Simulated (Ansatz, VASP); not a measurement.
**Cd in VASP and in Ansatz**

```
Cd
1.0
    -1.79614    1.79614    1.79614
     1.79614   -1.79614    1.79614
     1.79614    1.79614   -1.79614
Cd
1
Direct
  0.00000 0.00000 0.00000
```

Change from the starting cell: volume scaled by 1.02.

Alike in both runs: task single point; functional PBE; k mesh 10 × 10 × 10; occupations fermi-dirac, width 0.05 eV; no spin polarisation.

```csv
,VASP,Ansatz
version,VASP 6.6.1,Ansatz 0.2.0
potentials or method,"VASP PAW PBE potentials, release 64 (Cd), cutoff 520 eV","all-electron LAPW, scalar-relativistic"
```

VASP gave:

- gap on the k mesh at the Fermi level (eV): none
- pressure (GPa): 0.7

**Question.** What did Ansatz give for the same quantities?

**Answer.** gap on the k mesh at the Fermi level (eV): none; pressure (GPa): 0.4.

A gap of «none» marks a metal or a gap that the smearing closes. Ansatz ran all-electron here, and VASP with PAW potentials.
